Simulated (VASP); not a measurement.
Wanted: the native input for a VASP 6.6.1 run.

```
Task                   : single point
Functional             : PBEsol
Dispersion             : D4
Potentials or basis    : VASP PAW PBE potentials, release 64 (Ti_sv, O)
Cutoff                 : 520 eV
k mesh                 : 9 × 6 × 4
Occupations            : fermi-dirac, width 0.05 eV
Spin                   : no spin polarisation
Dipole correction      : no
Further INCAR settings : ALGO = Normal; EDIFF = 1e-06; NBANDS = 46
```

The structure of TiO2 lies in POSCAR:

```
TiO2
1.0
    2.9421141394     -0.0000665123      0.0001238503
    0.0001007630      4.6669099955     -0.0234498626
    1.4707895004      0.2049404315      7.0458147372
Ti O
3 6
Direct
    0.0035625421      0.0003765691      0.0007022924
    0.3451528546      0.4858251132      0.3178228002
    0.6622296201      0.5149271292      0.6835812348
    0.4404595239      0.1897498567      0.1270750155
    0.7791355577      0.2971558791      0.4497379422
    0.1022836246      0.3031971656      0.8034456114
    0.9050232572      0.6975556180      0.1979626401
    0.2281711180      0.7035974484      0.5516714852
    0.5668328918      0.8110022305      0.8743339682
```

These files were run (other wordings do the same):

INCAR

```
PREC = Accurate
ENCUT = 520
EDIFF = 1E-6
ISMEAR = -1
SIGMA = 0.05
LREAL = False
LASPH = True
NELM = 60
ALGO = Normal
ISIF = 2
LWAVE = False
LCHARG = True
GGA = PS
IVDW = 13
LELF = True
LVHAR = True
NBANDS = 46
```

KPOINTS

```
regular mesh
0
Gamma
  9 6 4
```

Potentials or basis: VASP PAW PBE potentials, release 64 (Ti_sv, O).

Launch:

```console
$ cat potpaw_PBE.64/Ti_sv/POTCAR potpaw_PBE.64/O/POTCAR > POTCAR
$ mpirun -np 1 vasp_std > vasp.out
```

Results of the run:

| Property | Result |
| --- | --- |
| Pressure | 0.7 GPa |
| Largest force | 0.066 eV/Å |
| Band gap on the k mesh | 2.28 eV (least direct gap 2.33 eV) |
| Dispersion energy per atom | -0.112 eV |

Caveat: the PAW data sets were made with another functional, which shifts forces and pressure a little; an odd mesh through Γ misses points on the zone boundary, where band edges can lie.

Run time: 6.6 min on 1 thread of Intel(R) Xeon(R) Platinum 8259CL CPU @ 2.50GHz (Skylake/Cascade Lake) (shared host), peak memory 0.45 GiB.
